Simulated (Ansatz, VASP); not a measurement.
# YMg2O2 in VASP and in Ansatz

```xyz
5
Lattice="-3.3416 3.3416 2.7757 3.3416 -3.3416 2.7757 3.3416 3.3416 -2.7757" Properties=species:S:1:pos:R:3 pbc="T T T"
Y     0.0000    0.0000    2.7757
Mg    0.0000    3.3416    0.0000
Mg    3.3416    0.0000    0.0000
O     0.0000    0.0000    4.8575
O     0.0000    0.0000    0.6939
```

Alike in both runs: functional PBE; k mesh 10 × 10 × 10; occupations gaussian, width 0.1 eV; no spin polarisation.

Ansatz relaxed the structure, and its values are those at the end. VASP's run is a single point on that final structure, the one shown.

|  | VASP | Ansatz |
| --- | --- | --- |
| version | VASP 6.6.1 | Ansatz 0.2.0 |
| potentials or method | VASP PAW PBE potentials, release 64 (Y_sv, Mg, O), cutoff 520 eV | scalar-relativistic, plane waves, PAW |
| valence electrons in the cell | 27 | 43 |

|  | VASP | Ansatz | Ansatz less VASP |
| --- | --- | --- | --- |
| gap on the k mesh at the Fermi level (eV) | none | none | - |
| pressure (GPa) | 0.1 | 0.0 | -0.05 |
| rms of the force components (eV/Å) | 0.088 | 0.001 | -0.0869 |

A gap of «none» marks a metal or a gap that the smearing closes. With one functional, cell and mesh, what is left measures potentials, basis and numerics. VASP's potentials hold 27 valence electrons a cell and Ansatz's 43, so a difference there can come from the potentials and not from the codes.
